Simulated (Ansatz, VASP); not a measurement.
## Two plane-wave programs on Zr

Contents of INCAR:

```
PREC = Accurate
ENCUT = 520
EDIFF = 1E-8
ISMEAR = -1
SIGMA = 0.03
LREAL = F
LASPH = T
NELM = 80
ALGO = Normal
ISIF = 2
LWAVE = F
LCHARG = F
GGA = CA
LEFG = T
NBANDS = 12
```

The input KPOINTS:

```
Automatic mesh
0
Gamma
  16 16 16
```

POSCAR

```
Zr
1.0
   -1.8100000000      1.8100000000      1.8100000000
    1.8100000000     -1.8100000000      1.8100000000
    1.8100000000      1.8100000000     -1.8100000000
Zr
1
Direct
    0.0000000000      0.0000000000      0.0000000000
```

Input for Ansatz:

```yaml
crystal:
  lattice:
    - [-1.81, 1.81, 1.81]
    - [1.81, -1.81, 1.81]
    - [1.81, 1.81, -1.81]
  atoms:
    - { symbol: Zr, position: [0.0, 0.0, 0.0] }
kpoints:
  mp_grid: { grid: [16, 16, 16] }
  band_path:
    path:
      - [0.0, 0.0, 0.0]
      - [0.5, -0.5, 0.5]
      - [0.0, 0.0, 0.5]
      - [0.0, 0.0, 0.0]
      - [0.25, 0.25, 0.25]
      - [0.5, -0.5, 0.5]
      - [0.25, 0.25, 0.25]
      - [0.0, 0.0, 0.5]
    npoints: 14
scf:
  occupations: { method: fermi_dirac, width: 0.03 }
hamiltonian:
  xc: lda
  pseudopotentials: { kind: paw }
output:
  forces: true
  stress: true
  eigenvalues: true
  efg: { contact_densities: true }
  populations: true
  bader: true
  dos: { projected: true, de: 0.2, e_range: [-14, 8] }
  write_density: true
  write_potential: true
  elf: true
  volumetric_format: npy
```

Alike in both runs: task electric field gradients; functional LDA; k mesh 16 × 16 × 16; occupations fermi-dirac, width 0.03 eV; no spin polarisation.

|  | VASP | Ansatz |
| --- | --- | --- |
| version | VASP 6.6.1 | Ansatz 0.2.0 |
| potentials or method | VASP PAW LDA potentials, release 64 (Zr_sv) | PAW with Ansatz's default frozen-core files, scalar-relativistic |
| plane-wave cutoff (eV) | 520 | 420 |
| valence electrons in the cell | 12 | 12 |

```csv
,VASP,Ansatz,Ansatz less VASP
pressure (GPa),-9.5,-9.6,-0.07
```

LDA's correlation is that of Perdew and Zunger in VASP and of Perdew and Wang (1992) in Ansatz.
